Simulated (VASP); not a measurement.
A run of VASP 6.6.1 is set up as follows.

The input INCAR:

```
PREC = Accurate
ENCUT = 520
EDIFF = 1E-6
ISMEAR = 0
SIGMA = 0.15
LREAL = False
LASPH = True
NELM = 80
ALGO = Normal
ISIF = 2
LWAVE = False
LCHARG = False
GGA = PE
NBANDS = 20
```

File KPOINTS:

```
regular mesh
0
Gamma
  12 12 2
```

Contents of POSCAR:

```
WS2
1.0
    3.1835160000      0.0000000000      0.0000000000
   -1.5917580000      2.7570060000      0.0000000000
    0.0000000000      0.0000000000     16.9505780000
W S
1 2
Direct
    0.3333333333      0.6666666667      0.0000000000
    0.6666666667      0.3333333333      0.9079990000
    0.6666666667      0.3333333333      0.0920010000
```

Potentials or basis: VASP PAW PBE potentials, release 64 (W_sv, S).

Launch:

```bash
$ cat potpaw_PBE.64/W_sv/POTCAR potpaw_PBE.64/S/POTCAR > POTCAR
$ mpirun -np 1 vasp_std > vasp.out
```

(1) Predict the band gap on the k mesh.

(2) Predict the largest force.

## Answers

(1) 1.80 eV.

(2) 0.263 eV/Å.

Caveat: spin-orbit coupling is left out, which moves the levels of the heavy elements.
